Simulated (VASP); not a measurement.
Here is a VASP 6.6.1 calculation.

Contents of INCAR:

```
ALGO = Normal
EDIFF = 1E-6
ENCUT = 520
GGA = PE
ISIF = 2
ISMEAR = 0
LASPH = T
LCHARG = F
LREAL = F
LWAVE = F
NBANDS = 30
NELM = 60
PREC = Accurate
SIGMA = 0.1
```

KPOINTS

```
k-points
0
Gamma
  8 8 8
```

Contents of POSCAR:

```
TlCuI3
1.0
    5.3150059034      0.0000000000      0.0000000000
    0.0000000000      5.3150059034      0.0000000000
    0.0000000000      0.0000000000      5.3150059034
Tl Cu I
1 1 3
Direct
    0.5000000000      0.5000000000      0.5000000000
    0.0000000000      0.0000000000      0.0000000000
    0.5000000000      0.0000000000      0.0000000000
    0.0000000000      0.5000000000      0.0000000000
    0.0000000000      0.0000000000      0.5000000000
```

Potentials or basis: VASP PAW PBE potentials, release 64 (Tl_d, Cu, I).

Launch:

```console
$ cat potpaw_PBE.64/Tl_d/POTCAR potpaw_PBE.64/Cu/POTCAR potpaw_PBE.64/I/POTCAR > POTCAR
$ mpirun -np 1 vasp_std > vasp.out
```

**Question.** Predict the pressure.

**Answer.** 4.5 GPa.

Caveat: an odd number of electrons without spin polarisation forces a metal; a magnetic or distorted state may lie lower.
